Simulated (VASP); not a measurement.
# Ba (R-3m) in VASP: a series of runs, part 2 of 2

VASP 6.6.1. The steps go on from the part before.

## Step 3: Single point, PBEsol (51.50 Å³/atom)

The input, INCAR:

```
  ALGO = Fast
  EDIFF = 1E-7
  ENCUT = 520
  GGA = PS
  ISIF = 2
  ISMEAR = 0
  LASPH = T
  LCHARG = F
  LREAL = F
  LWAVE = F
  NBANDS = 11
  NELM = 80
  PREC = Accurate
  SIGMA = 0.15
```

The input, KPOINTS:

```
k-points
0
Gamma
  14 14 14
```

The input, POSCAR:

```
Ba
1.0
   -0.3783544101      2.7763516219      2.7763516219
    2.7763516219     -0.3783544101      2.7763516219
    2.7763516219      2.7763516219     -0.3783544101
Ba
1
Direct
    0.0000000000      0.0000000000      0.0000000000
```

Potentials or basis: VASP PAW PBE potentials, release 64 (Ba_sv).

Command:

```console
$ cat potpaw_PBE.64/Ba_sv/POTCAR > POTCAR
$ mpirun -np 1 vasp_std > vasp.out
```

OUTCAR:

```text
EDIFF = 1E-7
   ENCUT = 520
   GGA = PS
   ISIF = 2
   ISMEAR = 0
   LASPH = T
   LREAL = F
   NELM = 80
   PREC = Accurate

 ion  position               nearest neighbor table
   1  0.000  0.000  0.000-

  LATTYP: Found a trigonal (rhomboedric) cell.
 ALAT       =     3.9445416358
 COS(alpha) =     0.3603760702

  Lattice vectors:

 A1 = (  -0.3783544101,   2.7763516219,   2.7763516219)
 A2 = (   2.7763516219,  -0.3783544101,   2.7763516219)
 A3 = (   2.7763516219,   2.7763516219,  -0.3783544101)

Analysis of symmetry for initial positions (statically):
=====================================================================
 Subroutine PRICEL returns:
 Original cell was already a primitive cell.

 Routine SETGRP: Setting up the symmetry group for a
 trigonal (rhombohedral) supercell.

 Subroutine GETGRP returns: Found 12 space group operations
 (whereof 12 operations were pure point group operations)
 out of a pool of 12 trial point group operations.

The static configuration has the point symmetry D_3d.

Analysis of symmetry for dynamics (positions and initial velocities):
=====================================================================
 Subroutine PRICEL returns:
 Original cell was already a primitive cell.

 Routine SETGRP: Setting up the symmetry group for a
 trigonal (rhombohedral) supercell.

 Subroutine GETGRP returns: Found 12 space group operations
 (whereof 12 operations were pure point group operations)
 out of a pool of 12 trial point group operations.

The dynamic configuration has the point symmetry D_3d.

 Subroutine INISYM returns: Found 12 space group operations
 (whereof 12 operations are pure point group operations),
 and found     1 'primitive' translations

----------------------------------------------------------------------------------------

                                     Primitive cell

  volume of cell :      51.4960

  direct lattice vectors                    reciprocal lattice vectors
    -0.378354410  2.776351622  2.776351622    -0.146904153  0.170082593  0.170082593
     2.776351622 -0.378354410  2.776351622     0.170082593 -0.146904153  0.170082593
     2.776351622  2.776351622 -0.378354410     0.170082593  0.170082593 -0.146904153

  length of vectors
     3.944541636  3.944541636  3.944541636     0.281845715  0.281845715  0.281845715

  position of ions in fractional coordinates (direct lattice)
     0.000000000  0.000000000  0.000000000

  ion indices of the primitive-cell ions
   primitive index   ion index
                 1           1

----------------------------------------------------------------------------------------

 KPOINTS: k-points

Automatic generation of k-mesh.
 Grid dimensions read from file:
 generate k-points for:   14   14   14

 Generating k-lattice:

  Cartesian coordinates                     Fractional coordinates (reciprocal lattice)
    -0.010493154  0.012148757  0.012148757     0.071428571  0.000000000  0.000000000
     0.012148757 -0.010493154  0.012148757     0.000000000  0.071428571  0.000000000
     0.012148757  0.012148757 -0.010493154     0.000000000  0.000000000  0.071428571

  Length of vectors
     0.020131837  0.020131837  0.020131837

  Shift w.r.t. Gamma in fractional coordinates (k-lattice)
     0.000000000  0.000000000  0.000000000

 Subroutine IBZKPT returns following result:
 ===========================================

 Found    288 irreducible k-points:

 Following reciprocal coordinates:
            Coordinates               Weight
  0.000000  0.000000  0.000000      1.000000
  0.071429  0.000000  0.000000      6.000000
  0.142857 -0.000000 -0.000000      6.000000
  0.214286 -0.000000 -0.000000      6.000000
  0.285714  0.000000  0.000000      6.000000
  0.357143  0.000000  0.000000      6.000000
[... 16 lines left out ...]
  0.214286  0.142857 -0.000000     12.000000
  0.285714  0.142857  0.000000     12.000000
 [... further k-points ...]
   k-points           NKPTS =    288   k-points in BZ     NKDIM =    288   number of bands    NBANDS=     11
   number of dos      NEDOS =    301   number of ions     NIONS =      1
   total plane-waves  NPLWV =  27000
   dimension x,y,z NGX =    30 NGY =   30 NGZ =   30
   dimension x,y,z NGXF=    60 NGYF=   60 NGZF=   60
   ions per type =               1
   NGX,Y,Z   is equivalent  to a cutoff of  12.64, 12.64, 12.64 a.u.
   NGXF,Y,Z  is equivalent  to a cutoff of  25.29, 25.29, 25.29 a.u.
 SYSTEM =  unknown system
   PREC   = accura    normal or accurate (medium, high low for compatibility)
   ISTART =      0    job   : 0-new  1-cont  2-samecut
   ICHARG =      2    charge: 1-file 2-atom 10-const
   ISPIN  =      1    spin polarized calculation?
   LNONCOLLINEAR =      F non collinear calculations
   LSORBIT =      F    spin-orbit coupling
   LASPH  =      T    aspherical Exc in radial PAW
   ENCUT  =  520.0 eV  38.22 Ry    6.18 a.u.   7.33  7.33  7.33*2*pi/ulx,y,z
   NELM   =     80;   NELMIN=  2; NELMDL= -5     # of ELM steps
   EDIFF  = 0.1E-06   stopping-criterion for ELM
   LREAL  =      F    real-space projection
   EDIFFG = 0.1E-05   stopping-criterion for IOM
   NSW    =      0    number of steps for IOM
   IBRION =     -1    ionic relax: 0-MD 1-quasi-New 2-CG
   NFREE  =      0    steps in history (QN), initial steepest desc. (CG)
   ISIF   =      2    stress and relaxation
   ISYM   =      2    0-nonsym 1-usesym 2-fastsym
   POTIM  = 0.5000    time-step for ionic-motion
   TEBEG  =    0.0;   TEEND  =   0.0 temperature during run
   PSTRESS=    0.0 pullay stress
   NELECT =      10.0000    total number of electrons
   NUPDOWN=      -1.0000    fix difference up-down
   EMIN   =  10.00;   EMAX   =-10.00  energy-range for DOS
   EFERMI =   0.00;   METHOD = LEGACY
   ISMEAR =     0;   SIGMA  =   0.15  broadening in eV -4-tet -1-fermi 0-gaus
   EFERMI_NEDOS =   21; number of points for ismear=-14 and -15
   IALGO  =     68    algorithm
   IMIX   =      4    mixing-type and parameters
     AMIX     =   0.40;   BMIX     =  1.00
     AMIX_MAG =   1.60;   BMIX_MAG =  1.00
  volume/ion in A,a.u.               =      51.50       347.51
  Fermi-wavevector in a.u.,A,eV,Ry     =   0.948019  1.791496 12.228098  0.898740
  Thomas-Fermi vector in A             =   2.076168
   LORBIT       =      0    0 simple, 1 ext, 2 COOP (PROOUT), +10 PAW based schemes
   GGA     = PS    functional components
   LHFCALC =     F    Hartree Fock is set to
   AEXX    =    0.0000 exact exchange contribution
   IVDW    =     0    specifies the selected vdW correction
   LEPSILON=     F    determine dielectric tensor
   LRPA    =     F    only Hartree local field effects (RPA)
 non-spin polarized calculation
 RMM-DIIS sequential band-by-band and
 Gauss-broadening in eV      SIGMA  =   0.15
  energy-cutoff  :      520.00
  volume of cell :       51.50
 maximum number of plane-waves:      1405
 NGX is ok and might be reduce to    30
   NGX = 15   NGY = 15   NGZ = 15

 number of electron      10.0000001 magnetization

 Free energy of the ion-electron system (eV)
  ---------------------------------------------------
  ext. energy  EPLUGINS =         0.00000000
  ---------------------------------------------------
  free energy    TOTEN  =        -2.02577583 eV

  energy without entropy =       -2.00619052  energy(sigma->0) =       -2.01598318

 E-fermi :   2.2311     XC(G=0):  -8.1871

 val. band max:        2.2260805550   @ k =   0.5000   0.2857  -0.0000
 cond. band min:       2.2330573753   @ k =  -0.3571   0.2857   0.0714
 fundamental gap:      0.0069768203
 Fermi energy:         2.2310532859

 k-point     1 :       0.0000    0.0000    0.0000
  band No.  band energies     occupation
      1     -26.3743      2.00000
      2     -11.1486      2.00000
      3     -11.1486      2.00000
      4     -11.0202      2.00000
      5      -0.5422      2.00000
      6       3.3871      0.00000
      7       3.3871      0.00000
      8       5.7031      0.00000
      9       6.5420      0.00000
     10       6.5420      0.00000
     11       8.8560      0.00000

 k-point     2 :       0.0714    0.0000    0.0000
  band No.  band energies     occupation
      1     -26.3699      2.00000
      2     -11.1872      2.00000
      3     -11.1489      2.00000
      4     -11.0355      2.00000
      5      -0.4344      2.00000
      6       3.3852      0.00000
      7       3.4120      0.00000
      8       5.6715      0.00000
      9       6.4287      0.00000
     10       6.4730      0.00000
     11       9.1247      0.00000
[... 295 lines left out ...]
 k-point    24 :       0.2857    0.1429    0.0000
  band No.  band energies     occupation
      1     -26.3116      2.00000
      2     -11.6352      2.00000
      3     -11.2352      2.00000
      4     -11.1347      2.00000
      5       0.8225      2.00000
      6       2.9801      0.00000
      7       3.7479      0.00000
      8       5.2963      0.00000
      9       5.7677      0.00000
     10       6.8330      0.00000
     11      10.1870      0.00000

 [... further k-points ...]
[... 5 lines left out ...]
  --------------------------------------------------------------------------------------
  -------------------------------------------------------------------------------------
  Total        0.4910677      0.4910677      0.4910677      0.3562754      0.3562754      0.3562754
  in kB       15.2784198     15.2784198     15.2784198     11.0846740     11.0846740     11.0846740
  external PRESSURE =      15.2784198 kB  Pullay stress =       0.0000000 kB

 VOLUME and BASIS-vectors are now :
 -----------------------------------------------------------------------------
  energy-cutoff  :      520.00
  volume of cell :       51.50
      direct lattice vectors                 reciprocal lattice vectors
    -0.378354410  2.776351622  2.776351622    -0.146904153  0.170082593  0.170082593
     2.776351622 -0.378354410  2.776351622     0.170082593 -0.146904153  0.170082593
     2.776351622  2.776351622 -0.378354410     0.170082593  0.170082593 -0.146904153

 POSITION                                       TOTAL-FORCE (eV/Angst)
 -----------------------------------------------------------------------------------
      0.00000      0.00000      0.00000         0.000000      0.000000     -0.000000
 -----------------------------------------------------------------------------------
    total drift:                                0.000000     -0.000000      0.000000

  FREE ENERGIE OF THE ION-ELECTRON SYSTEM (eV)
  ---------------------------------------------------
  free  energy   TOTEN  =        -2.0257758307 eV

  energy  without entropy=       -2.0061905196  energy(sigma->0) =       -2.01598318
```

OSZICAR:

```text
N       E                     dE             d eps       ncg     rms          rms(c)
DAV:   1     0.520080577857E+02    0.52008E+02   -0.44546E+03  6344   0.769E+02
DAV:   2     0.321168486342E+00   -0.51687E+02   -0.50166E+02  7575   0.141E+02
DAV:   3    -0.197227273455E+01   -0.22934E+01   -0.22740E+01  8131   0.294E+01
DAV:   4    -0.203467217632E+01   -0.62399E-01   -0.62247E-01  7653   0.464E+00
DAV:   5    -0.203711839906E+01   -0.24462E-02   -0.24459E-02  8492   0.725E-01    0.222E+00
RMM:   6    -0.202949731754E+01    0.76211E-02   -0.62001E-03  7317   0.694E-01    0.131E+00
RMM:   7    -0.202556146847E+01    0.39358E-02   -0.16552E-02  8339   0.103E+00    0.583E-02
RMM:   8    -0.202571779795E+01   -0.15633E-03   -0.13343E-03  9135   0.259E-01    0.433E-02
RMM:   9    -0.202576953890E+01   -0.51741E-04   -0.38273E-04 10132   0.110E-01    0.232E-02
RMM:  10    -0.202577493910E+01   -0.54002E-05   -0.43290E-05  9851   0.354E-02    0.456E-03
RMM:  11    -0.202577539445E+01   -0.45534E-06   -0.10467E-05 10937   0.132E-02    0.600E-03
RMM:  12    -0.202577555335E+01   -0.15890E-06   -0.17976E-06  9893   0.697E-03    0.302E-03
RMM:  13    -0.202577573344E+01   -0.18009E-06   -0.59574E-07  7483   0.446E-03    0.814E-04
RMM:  14    -0.202577583069E+01   -0.97252E-07   -0.11934E-07  5523   0.194E-03
   1 F= -.20257758E+01 E0= -.20159832E+01  d E =-.195853E-01
```

Wall time 2.1 min (1 thread of Intel Xeon Platinum 8488C (Sapphire Rapids), shared host); peak memory 0.28 GiB.

Results:

- Free energy: -2.0258 eV
- Pressure: 1.5 GPa
- Band gap on the k mesh: zero (bands 5 and 6 overlap by 0.67 eV)

Caveat: the PAW data sets were made with another functional, which shifts forces and pressure a little; spin-orbit coupling is left out, which moves the levels of the heavy elements.
